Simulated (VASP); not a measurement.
A run of VASP 6.6.1:

The input INCAR:

```
SYSTEM = TePb
ALGO = Normal
EDIFF = 1E-6
EDIFFG = -0.005
ENCUT = 600
IBRION = 2
ISIF = 3
ISMEAR = 0
LASPH = .True.
LCHARG = .False.
LREAL = .False.
LWAVE = .False.
NELM = 80
NSW = 100
PREC = Accurate
SIGMA = 0.02
```

The input KPOINTS:

```
k-points
0
Gamma
  8 8 8
  0 0 0
```

Contents of POSCAR:

```
TePb
1.0
    0.0000000000      3.2310000000      3.2310000000
    3.2310000000      0.0000000000      3.2310000000
    3.2310000000      3.2310000000      0.0000000000
Te Pb
1 1
Direct
    0.5000000000      0.5000000000      0.5000000000
    0.0000000000      0.0000000000      0.0000000000
```

Potentials or basis: VASP PAW LDA potentials, release 64 (Te, Pb_d).

Launch:

```console
$ cat potpaw_LDA.64/Te/POTCAR potpaw_LDA.64/Pb_d/POTCAR > POTCAR
$ mpirun -np 1 vasp_std > vasp.out
```

Hardware: 1 thread of Intel(R) Xeon(R) Platinum 8488C (Sapphire Rapids), with other jobs on the host.

Q: How long does it take, and how much memory?

A: It took 46 s on 1 thread of Intel(R) Xeon(R) Platinum 8488C (Sapphire Rapids) (shared host), peak memory 0.21 GiB. Counts: scf iterations 26, k points 29, ion steps 3.
